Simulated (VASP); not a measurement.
Input of a VASP 6.6.1 run:

The input INCAR:

```
SYSTEM = TiAl
PREC     = Accurate       ! precision mode
ENCUT    = 520            ! plane-wave cutoff, eV
EDIFF    = 1E-6           ! SCF threshold, eV
ISMEAR   = 0              ! smearing method
SIGMA    = 0.15           ! smearing width, eV
LREAL    = .FALSE.        ! projectors in reciprocal space
LASPH    = .TRUE.         ! aspherical terms in the spheres
NELM     = 80             ! most SCF steps
ALGO     = Fast           ! electronic algorithm
ISIF     = 2              ! what is computed and relaxed
LWAVE    = .FALSE.        ! write WAVECAR
LCHARG   = .TRUE.         ! write CHGCAR
GGA      = PS             ! functional
LELF     = .TRUE.         ! ELF
LVHAR    = .TRUE.       
NBANDS   = 14             ! bands
```

File KPOINTS:

```
regular mesh
0
G
  22 22 22
  0 0 0
```

Contents of POSCAR:

```
TiAl
1.0
    2.7574340915      0.0000000000      0.0000000000
    0.0000000000      2.7574340915      0.0000000000
    0.0000000000      0.0000000000      4.1361511372
Ti Al
1 1
Direct
    0.0000000000      0.0000000000      0.0000000000
    0.5000000000      0.5000000000      0.5000000000
```

Potentials or basis: VASP PAW PBE potentials, release 64 (Ti_sv, Al).

Launch:

```console
$ cat potpaw_PBE.64/Ti_sv/POTCAR potpaw_PBE.64/Al/POTCAR > POTCAR
$ mpirun -np 1 vasp_std > vasp.out
```

Q: What does it give for the pressure?

A: 0.5 GPa.

Q: What does it give for the band gap on the k mesh?

A: Zero (an odd number of electrons rules out a gap without spin polarisation).

Stress tensor (GPa, compression positive):
```
 1.60  0.00  0.00
 0.00  1.60  0.00
 0.00  0.00 -1.76
```

Caveat: the PAW data sets were made with another functional, which shifts forces and pressure a little.
